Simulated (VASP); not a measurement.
Here is a VASP 6.6.1 calculation.

File INCAR:

```
SYSTEM = HfC
ALGO = Normal
EDIFF = 1E-6
ENCUT = 520
ISIF = 2
ISMEAR = 0
LASPH = .True.
LCHARG = .True.
LELF = .True.
LREAL = .False.
LVHAR = .True.
LWAVE = .False.
NBANDS = 14
NELM = 80
PREC = Accurate
SIGMA = 0.1
```

File KPOINTS:

```
k-points
0
Gamma
  16 16 16
  0 0 0
```

Contents of POSCAR:

```
HfC
1.0
    3.2334072894      0.0000000000      0.0000000000
    1.6167036447      2.8002128534      0.0000000000
    1.6167036447      0.9334042845      2.6400659965
Hf C
1 1
Direct
    0.5000000000      0.5000000000      0.5000000000
    0.0000000000      0.0000000000      0.0000000000
```

Potentials or basis: VASP PAW LDA potentials, release 64 (Hf_pv, C).

Run with:

```sh
$ cat potpaw_LDA.64/Hf_pv/POTCAR potpaw_LDA.64/C/POTCAR > POTCAR
$ mpirun -np 1 vasp_std > vasp.out
```

**Question.** Predict the pressure.

**Answer.** 0.6 GPa.

**Question.** Estimate the band gap on the k mesh.

**Answer.** Zero (bands 7 and 8 overlap by 1.47 eV).

Caveat: spin-orbit coupling is left out, which moves the levels of the heavy elements.
